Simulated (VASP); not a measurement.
# Zn7CdSi8P16 (P1) in VASP: notebook

The runs below take Zn7CdSi8P16 through single point, with PBEsol.

Program: VASP 6.6.1. These are calculated values, not measurements. Logs are shortened: lines on timing, memory, paths and dates and some standing lists are left out, and cuts for length are marked.

**1. The cell of the first run**

The typed cell holds 64 atoms: a = 10.775 Å, b = 10.775 Å, c = 10.452 Å, α = 90.00°, β = 90.00°, γ = 90.00°.

**2. Single point, PBEsol**

The input, INCAR:

```
SYSTEM = Zn7CdSi8P16
PREC = Accurate ; ENCUT = 500
EDIFF = 1E-6 ; ISMEAR = -1
SIGMA = 0.05 ; LREAL = Auto
LASPH = .True. ; NELM = 120
ALGO = Normal ; ISIF = 2
LWAVE = .False. ; LCHARG = .True.
GGA = PS ; LELF = .True.
LVHAR = .True. ; ISYM = -1
NBANDS = 246 ; GGA_COMPAT = .False.
```

The input, KPOINTS:

```
explicit points
1
Reciprocal
  0.25000000   0.25000000   0.25000000 1
```

The input, POSCAR:

```
Zn7CdSi8P16
1.0
   10.7748080000     -0.0000530000     -0.0000160000
   -0.0000530000     10.7748080000     -0.0000160000
   -0.0000150000     -0.0000150000     10.4518350000
Zn Cd Si P
14 2 16 32
Direct
    0.0010360000      0.0021130000      0.0013320000
    0.0005800000      0.4950800000      0.0014360000
    0.4995360000      0.5030890000      0.9976430000
    0.9992870000      0.2525250000      0.2482700000
    0.5004830000      0.2482670000      0.2481480000
    0.5019000000      0.7496580000      0.2484710000
    0.2516870000      0.9976040000      0.7528980000
    0.2521170000      0.5020490000      0.7500270000
    0.7532750000      0.0021870000      0.7508660000
    0.7481700000      0.5024710000      0.7516940000
    0.2497470000      0.2494340000      0.4990650000
    0.2525910000      0.7528810000      0.4970500000
    0.7491080000      0.2510280000      0.4998180000
    0.7504620000      0.7493470000      0.4985910000
    0.4995840000      0.0015610000      0.9991580000
    0.9993210000      0.7494140000      0.2498870000
    0.9988850000      0.0026290000      0.4969450000
    0.0006270000      0.5024240000      0.5006790000
    0.5003900000      0.0026540000      0.5029700000
    0.5039160000      0.4992180000      0.4959370000
    0.2505770000      0.0020700000      0.2483280000
    0.2502220000      0.4998930000      0.2524630000
    0.7525840000      0.9979790000      0.2485960000
    0.7487220000      0.5005280000      0.2482540000
    0.2480430000      0.2470500000      0.9967790000
    0.2483630000      0.7513630000      0.9985480000
    0.7524420000      0.2499220000      0.0038750000
    0.7454230000      0.7517010000      0.0018950000
    0.9984680000      0.2507640000      0.7472940000
    0.9997860000      0.7509730000      0.7491160000
    0.4984690000      0.2534110000      0.7484440000
    0.5014580000      0.7496420000      0.7500650000
    0.1311180000      0.1251480000      0.1277200000
    0.1335680000      0.6247440000      0.1260160000
    0.6309100000      0.1238090000      0.1220810000
    0.6374310000      0.6250680000      0.1241820000
    0.1156520000      0.1259570000      0.6248920000
    0.1167930000      0.6287920000      0.6238500000
    0.6153980000      0.1251440000      0.6240900000
    0.6155570000      0.6282440000      0.6272320000
    0.3679620000      0.3750980000      0.1234250000
    0.3687720000      0.8757500000      0.1236930000
    0.8656930000      0.3764460000      0.1247030000
    0.8646100000      0.8736010000      0.1231390000
    0.3759720000      0.1156650000      0.3750650000
    0.3768610000      0.6170290000      0.3729780000
    0.8728420000      0.1164430000      0.3720750000
    0.8748000000      0.6143140000      0.3754090000
    0.1262780000      0.3805220000      0.3791160000
    0.1240950000      0.8830100000      0.3729960000
    0.6252400000      0.3836800000      0.3761380000
    0.6262140000      0.8827130000      0.3734810000
    0.1267090000      0.3670390000      0.8723230000
    0.1270220000      0.8696870000      0.8719970000
    0.6264780000      0.3643810000      0.8734500000
    0.6260610000      0.8653970000      0.8719320000
    0.3801450000      0.3737120000      0.6241630000
    0.3841340000      0.8710010000      0.6243990000
    0.8817300000      0.3765470000      0.6226130000
    0.8841250000      0.8752760000      0.6298840000
    0.3726880000      0.1343000000      0.8745210000
    0.3758480000      0.6320830000      0.8726800000
    0.8747030000      0.1337920000      0.8769560000
    0.8744890000      0.6355250000      0.8746280000
```

Potentials or basis: VASP PAW PBE potentials, release 64 (Zn, Cd, Si, P).

Started as:

```console
> cat potpaw_PBE.64/Zn/POTCAR potpaw_PBE.64/Cd/POTCAR potpaw_PBE.64/Si/POTCAR potpaw_PBE.64/P/POTCAR > POTCAR
> mpirun -np 1 vasp_std > vasp.out
```

OUTCAR:

```text
SYSTEM = Zn7CdSi8P16
   PREC = Accurate
   ENCUT = 500
   EDIFF = 1E-6
   ISMEAR = -1
   LREAL = Auto
   LASPH = .True.
   NELM = 120
   ISIF = 2
   GGA = PS
   ISYM = -1

 ion  position               nearest neighbor table
   1  0.001  0.002  0.001-  33 2.34  63 2.36  44 2.39  54 2.39
   2  0.001  0.495  0.001-  43 2.33  53 2.36  34 2.39  64 2.43
   3  0.500  0.503  0.998-  62 2.33  41 2.37  36 2.38  55 2.41
   4  0.999  0.253  0.248-  33 2.34  43 2.35  49 2.38  47 2.38
   5  0.500  0.248  0.248-  35 2.35  45 2.37  41 2.37  51 2.39
   6  0.502  0.750  0.248-  46 2.36  52 2.36  42 2.37  36 2.37
[... 56 lines left out ...]
  63  0.875  0.134  0.877-  27 2.25  29 2.28   9 2.34   1 2.36
  64  0.874  0.636  0.875-  30 2.26  28 2.30  10 2.36   2 2.43

IMPORTANT INFORMATION: All symmetrisations will be switched off!
NOSYMM: (Re-)initialisation of all symmetry stuff for point group C_1.

----------------------------------------------------------------------------------------

                                     Primitive cell

  volume of cell :    1213.4213

  direct lattice vectors                    reciprocal lattice vectors
    10.774808000 -0.000053000 -0.000016000     0.092809078  0.000000457  0.000000133
    -0.000053000 10.774808000 -0.000016000     0.000000457  0.092809078  0.000000133
    -0.000015000 -0.000015000 10.451835000     0.000000142  0.000000142  0.095676979

  length of vectors
    10.774808000 10.774808000 10.451835000     0.092809078  0.092809078  0.095676979

  position of ions in fractional coordinates (direct lattice)
     0.001036000  0.002113000  0.001332000
     0.000580000  0.495080000  0.001436000
     0.499536000  0.503089000  0.997643000
     0.999287000  0.252525000  0.248270000
     0.500483000  0.248267000  0.248148000
     0.501900000  0.749658000  0.248471000
[... 56 lines left out ...]
     0.874703000  0.133792000  0.876956000
     0.874489000  0.635525000  0.874628000

  ion indices of the primitive-cell ions
   primitive index   ion index
                 1           1
                 2           2
                 3           3
                 4           4
                 5           5
                 6           6
[... 56 lines left out ...]
                63          63
                64          64

----------------------------------------------------------------------------------------

 KPOINTS: explicit points

Read explicit list of k-points.

 Found      1 k-points:

 Following reciprocal coordinates:
            Coordinates               Weight
  0.250000  0.250000  0.250000      1.000000
   k-points           NKPTS =      1   k-points in BZ     NKDIM =      1   number of bands    NBANDS=    246
   number of dos      NEDOS =    301   number of ions     NIONS =     64
   total plane-waves  NPLWV = 512000
   dimension x,y,z NGX =    80 NGY =   80 NGZ =   80
   dimension x,y,z NGXF=   160 NGYF=  160 NGZF=  160
   ions per type =              14   2  16  32
   NGX,Y,Z   is equivalent  to a cutoff of  12.34, 12.34, 12.72 a.u.
   NGXF,Y,Z  is equivalent  to a cutoff of  24.69, 24.69, 25.45 a.u.
 SYSTEM =  Zn7CdSi8P16
   PREC   = accura    normal or accurate (medium, high low for compatibility)
   ISTART =      0    job   : 0-new  1-cont  2-samecut
   ICHARG =      2    charge: 1-file 2-atom 10-const
   ISPIN  =      1    spin polarized calculation?
   LNONCOLLINEAR =      F non collinear calculations
   LSORBIT =      F    spin-orbit coupling
   LASPH  =      T    aspherical Exc in radial PAW
   ENCUT  =  500.0 eV  36.75 Ry    6.06 a.u.  19.64 19.64 19.06*2*pi/ulx,y,z
   NELM   =    120;   NELMIN=  2; NELMDL= -5     # of ELM steps
   EDIFF  = 0.1E-05   stopping-criterion for ELM
   LREAL  =      T    real-space projection
   EDIFFG = 0.1E-04   stopping-criterion for IOM
   NSW    =      0    number of steps for IOM
   IBRION =     -1    ionic relax: 0-MD 1-quasi-New 2-CG
   NFREE  =      0    steps in history (QN), initial steepest desc. (CG)
   ISIF   =      2    stress and relaxation
   ISYM   =     -1    0-nonsym 1-usesym 2-fastsym
   POTIM  = 0.5000    time-step for ionic-motion
   TEBEG  =    0.0;   TEEND  =   0.0 temperature during run
   PSTRESS=    0.0 pullay stress
   NELECT =     416.0000    total number of electrons
   NUPDOWN=      -1.0000    fix difference up-down
   EMIN   =  10.00;   EMAX   =-10.00  energy-range for DOS
   EFERMI =   0.00;   METHOD = LEGACY
   ISMEAR =    -1;   SIGMA  =   0.05  broadening in eV -4-tet -1-fermi 0-gaus
   EFERMI_NEDOS =   21; number of points for ismear=-14 and -15
   IALGO  =     38    algorithm
   IMIX   =      4    mixing-type and parameters
     AMIX     =   0.40;   BMIX     =  1.00
     AMIX_MAG =   1.60;   BMIX_MAG =  1.00
  volume/ion in A,a.u.               =      18.96       127.95
  Fermi-wavevector in a.u.,A,eV,Ry     =   1.145782  2.165214 17.861957  1.312817
  Thomas-Fermi vector in A             =   2.282469
   LORBIT       =      0    0 simple, 1 ext, 2 COOP (PROOUT), +10 PAW based schemes
   GGA     = PS    functional components
   LHFCALC =     F    Hartree Fock is set to
   AEXX    =    0.0000 exact exchange contribution
   IVDW    =     0    specifies the selected vdW correction
   LEPSILON=     F    determine dielectric tensor
   LRPA    =     F    only Hartree local field effects (RPA)
 non-spin polarized calculation
  energy-cutoff  :      500.00
  volume of cell :     1213.42
 maximum number of plane-waves:     30800
 NGX is ok and might be reduce to    80
   NGX = 39   NGY = 39   NGZ = 39

 number of electron     416.0000006 magnetization

 Free energy of the ion-electron system (eV)
  ---------------------------------------------------
  ext. energy  EPLUGINS =         0.00000000
  ---------------------------------------------------
  free energy    TOTEN  =      -318.69037103 eV

  energy without entropy =     -318.69037090  energy(sigma->0) =     -318.69037096

 E-fermi :   5.3054     XC(G=0): -10.0041

 val. band max:        4.4405141468   @ k =   0.2500   0.2500   0.2500
 cond. band min:       6.1955642481   @ k =   0.2500   0.2500   0.2500
 fundamental gap:      1.7550501014
 Fermi energy:         5.3054268009

 k-point     1 :       0.2500    0.2500    0.2500
  band No.  band energies     occupation
      1      -8.3012      2.00000
      2      -7.9277      2.00000
      3      -7.9069      2.00000
      4      -7.7916      2.00000
      5      -7.5925      2.00000
      6      -7.5709      2.00000
[... 212 lines left out ...]
    219       7.0468      0.00000
    220       7.1228      0.00000
 [bands above 220 left out]

------------------------ aborting loop because EDIFF is reached ----------------------------------------

  FORCE on cell =-STRESS in cart. coord.  units (eV):
  Direction    XX          YY          ZZ          XY          YZ          ZX
  --------------------------------------------------------------------------------------
  -------------------------------------------------------------------------------------
  Total        4.3635977      4.5559060      4.9683056     -5.9692907     -4.9144433     -3.5322183
  in kB        5.7616075      6.0155274      6.5600516     -7.8817324     -6.4889329     -4.6638706
  external PRESSURE =       6.1123955 kB  Pullay stress =       0.0000000 kB

 VOLUME and BASIS-vectors are now :
 -----------------------------------------------------------------------------
  energy-cutoff  :      500.00
  volume of cell :     1213.42
      direct lattice vectors                 reciprocal lattice vectors
    10.774808000 -0.000053000 -0.000016000     0.092809078  0.000000457  0.000000133
    -0.000053000 10.774808000 -0.000016000     0.000000457  0.092809078  0.000000133
    -0.000015000 -0.000015000 10.451835000     0.000000142  0.000000142  0.095676979

 POSITION                                       TOTAL-FORCE (eV/Angst)
 -----------------------------------------------------------------------------------
      0.01116      0.02277      0.01392        -0.070435     -0.209665     -0.102933
      0.00622      5.33439      0.01500         0.077356      0.424931     -0.241529
      5.38236      5.42065     10.42718         0.171970     -0.267527      0.099083
     10.76711      2.72085      2.59486        -0.008429     -0.000447      0.268939
      5.39259      2.67500      2.59359        -0.021981      0.155234      0.119003
      5.40783      8.07739      2.59696        -0.029115      0.011913      0.029507
[... 56 lines left out ...]
      9.42474      1.44152      9.16578         0.236922      0.047599     -0.100769
      9.42240      6.84760      9.14144         0.049535     -0.192651      0.371391
 -----------------------------------------------------------------------------------
    total drift:                               -0.030683     -0.046990     -0.000714

  FREE ENERGIE OF THE ION-ELECTRON SYSTEM (eV)
  ---------------------------------------------------
  free  energy   TOTEN  =      -318.6903710253 eV

  energy  without entropy=     -318.6903709024  energy(sigma->0) =     -318.69037096
```

Wall time 7.4 min (1 thread of Intel Xeon 6975P-C (Granite Rapids), shared host); peak memory 1.1 GiB.

What came out:

- Free energy: -318.6904 eV
- Pressure: 0.6 GPa
- Largest force: 2.285 eV/Å
- Band gap on the k mesh: 1.76 eV

Forces in eV/Å, atoms in the order of the input:
```
Zn  -0.070 -0.210 -0.103
Zn   0.077  0.425 -0.242
Zn   0.172 -0.268  0.099
Zn  -0.008  0.000  0.269
Zn  -0.022  0.155  0.119
Zn  -0.029  0.012  0.030
Zn   0.098  0.250 -0.473
Zn  -0.185 -0.046 -0.162
Zn  -0.208 -0.028 -0.013
Zn   0.121 -0.064 -0.094
Zn   0.103 -0.238  0.161
Zn  -0.138 -0.158  0.003
Zn   0.072 -0.113  0.002
Zn   0.044  0.131  0.248
Cd   0.011 -0.268 -0.517
Cd  -0.159 -0.016 -0.016
Si   0.150 -0.313  0.436
Si   0.141 -0.317  0.066
Si   0.017 -0.723 -0.447
Si  -0.614  0.382  0.865
Si   0.082 -0.400  0.262
Si   0.119 -0.203 -0.299
Si  -0.596  0.316 -0.147
Si   0.276 -0.104  0.470
Si   0.086  0.534  0.505
Si   0.391 -0.173  0.080
Si  -0.435 -0.049 -0.424
Si   0.787 -0.066 -0.660
Si   0.038  0.169  0.223
Si   0.196  0.009  0.345
Si   0.008 -0.336  0.140
Si  -0.267  0.120  0.078
P    0.092  0.198 -0.339
P    0.848 -1.007 -1.038
P    1.549  0.956  1.383
P   -0.891 -0.121  0.059
P    0.171 -0.326 -0.083
P    0.248 -0.250 -0.050
P    0.301  0.232  0.389
P    0.302 -0.649 -0.584
P   -0.252 -0.144 -0.038
P   -1.271 -1.109  0.906
P    0.178 -0.088  0.161
P   -0.527  0.889 -0.885
P   -0.128  0.237 -0.039
P   -0.021  0.039  0.098
P    0.091  0.310  0.102
P   -0.994 -0.702  0.643
P   -0.225  0.381 -0.402
P    0.995  1.181  0.882
P    0.194 -0.400 -0.618
P   -0.176  0.119  0.247
P   -0.330 -0.017 -0.030
P   -0.485 -0.282  0.369
P   -0.064  0.270  0.287
P    0.532 -0.444 -0.589
P    0.334  0.462 -0.384
P   -0.055  0.574  0.040
P   -0.077  0.028  0.238
P   -0.200  0.334 -0.909
P   -0.496  0.730 -1.171
P   -0.185  0.332  0.281
P    0.237  0.048 -0.101
P    0.050 -0.193  0.371
```

Levels at points of the mesh, in eV from the valence-band top:
| k point | band 205 | band 206 | band 207 | band 208 | band 209 | band 210 | band 211 | band 212 |
| --- | --- | --- | --- | --- | --- | --- | --- | --- |
| (0.25, 0.25, 0.25) | -0.30 | -0.28 | -0.15 | 0.00 | 1.76 | 1.80 | 1.81 | 2.14 |

Caveat: the PAW data sets were made with another functional, which shifts forces and pressure a little; a shifted mesh leaves out Γ, where band edges can lie.

[end of part 1 of 2]
